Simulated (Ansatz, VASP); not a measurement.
Sc in VASP and in Ansatz

```
Sc
1.0
     3.15350    0.00000    0.00000
    -1.57675    2.73101    0.00000
     0.00000    0.00000    5.57560
Sc
2
Direct
  0.33333 0.66667 0.25000
  0.66667 0.33333 0.75000
```

Alike in both runs: task single point; functional PBE; k mesh 15 × 15 × 10; occupations gaussian, width 0.15 eV; no spin polarisation.

```csv
,VASP,Ansatz
version,VASP 6.6.1,Ansatz 0.2.0
potentials or method,"VASP PAW PBE potentials, release 64 (Sc_sv), cutoff 520 eV","scalar-relativistic, plane waves, PAW"
valence electrons in the cell,22,22
```

```tsv
	VASP	Ansatz	Ansatz less VASP
gap on the k mesh at the Fermi level (eV)	none	none	-
pressure (GPa)	2.0	2.0	-0.03
traceless stress, the component that is largest in VASP (GPa)	-6.08	-6.08	-0.006
```

A gap of «none» marks a metal or a gap that the smearing closes.
